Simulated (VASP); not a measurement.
A run of VASP 6.6.1 is set up as follows.

The input INCAR:

```
PREC = Accurate ; ENCUT = 520
EDIFF = 1E-6 ; ISMEAR = 0
SIGMA = 0.15 ; LREAL = False
LASPH = True ; NELM = 100
ALGO = Normal ; ISIF = 2
LWAVE = False ; LCHARG = True
GGA = PS ; LELF = True
LVHAR = True ; NBANDS = 10
```

The input KPOINTS:

```
regular mesh
0
Gamma
  16 16 16
```

Contents of POSCAR:

```
Na
1.0
   -2.1492625000      2.1492625000      2.1810250000
    2.1492625000     -2.1492625000      2.1810250000
    2.1492625000      2.1492625000     -2.1810250000
Na
1
Direct
    0.0000000000      0.0000000000      0.0000000000
```

Potentials or basis: VASP PAW PBE potentials, release 64 (Na_pv).

Launch:

```console
$ cat potpaw_PBE.64/Na_pv/POTCAR > POTCAR
$ mpirun -np 1 vasp_std > vasp.out
```

Problem. Estimate the band gap on the k mesh.

Solution. Zero (an odd number of electrons rules out a gap without spin polarisation).

Problem. Estimate the pressure.

Solution. -0.7 GPa.

Caveat: the cell differs from its parent crystal (strain +0.015 along x and y, +0.030 along z); the PAW data sets were made with another functional, which shifts forces and pressure a little.
